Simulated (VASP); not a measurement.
The system is SnO.

```xyz
2
Lattice="3.1319 0.0000 0.0000 0.0000 3.1319 0.0000 0.0000 0.0000 3.1319" Properties=species:S:1:pos:R:3 pbc="T T T"
Sn    0.0000    0.0000    0.0000
O     1.5660    1.5660    1.5660
```

```yaml
Program: VASP 6.6.1
Task: relaxation of cell and atoms
Functional: PBE0
Potentials_or_basis: VASP PAW PBE potentials, release 64 (Sn_d, O)
Cutoff: 600 eV
k_mesh: 5 × 5 × 5
Occupations: fermi-dirac, width 0.05 eV
Spin: no spin polarisation
```

At the start: pressure -3.9 GPa; volume 15.36 Å³/atom.

Problem. How do energy, volume and symmetry change on relaxing?

Solution. Over 3 steps the energy falls by 7.0 meV/atom and the volume is 14.80 Å³/atom (-3.6 %); space group Pm-3m (No. 221, to 0.1 Å) before and after.

Step by step:
```
step  energy change (eV)  largest force (eV/Å)  pressure (GPa)  volume (Å³)
   1              0.0000                0.0000           -3.89        30.72
   2             -0.0107                0.0000            2.12        29.09
   3             -0.0141                0.0000            0.01        29.61
```

Final structure:
```
CELL_PARAMETERS angstrom
3.09361 0.00000 0.00000
0.00000 3.09361 0.00000
0.00000 0.00000 3.09361
ATOMIC_POSITIONS crystal
Sn 0.00000 0.00000 0.00000
O 0.50000 0.50000 0.50000
```

Caveat: the PAW data sets were made with another functional, which shifts forces and pressure a little.
